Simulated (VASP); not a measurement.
Runs of VASP 6.6.1 on RbBr. Symmetry: Fm-3m, No. 225, cubic system. The conventional cell has a = 6.922 Å, b = 6.922 Å, c = 6.922 Å, α = 90.00°, β = 90.00°, γ = 90.00°. Within 4.5 Å of Rb (site symmetry m-3m) lie 6 Br at 3.46 Å. Within 4.5 Å of Br (site symmetry m-3m) lie 6 Rb at 3.46 Å. 

```csv
level,potentials or basis,k mesh,smearing,gap on the mesh (eV),pressure (GPa)
PBE,"VASP PAW PBE potentials, release 64 (Rb_sv, Br)",2 × 2 × 2,gaussian 0.01 eV,(c),0.8
PBE,"VASP PAW PBE potentials, release 64 (Rb_sv, Br)",4 × 4 × 4,methfessel-paxton 0.2 eV,4.29,0.5
PBEsol,"VASP PAW PBE potentials, release 64 (Rb_sv, Br)",4 × 4 × 4,gaussian 0.01 eV,4.15,(b)
LDA,"VASP PAW LDA potentials, release 64 (Rb_sv, Br)",2 × 2 × 2,gaussian 0.01 eV,(a),-1.2
```

Alike in all rows: task single point; no spin polarisation; cell as given; cutoff (eV) 500.

Task: Fill in the values left out.

Result: (a) 3.84; (b) -0.4; (c) 4.26.

Caveats: some runs use coarse meshes; the PAW data sets were made with another functional, which shifts forces and pressure a little (some runs).

A k mesh can miss the band edges, and the runs leave out spin-orbit coupling on Br, Rb.
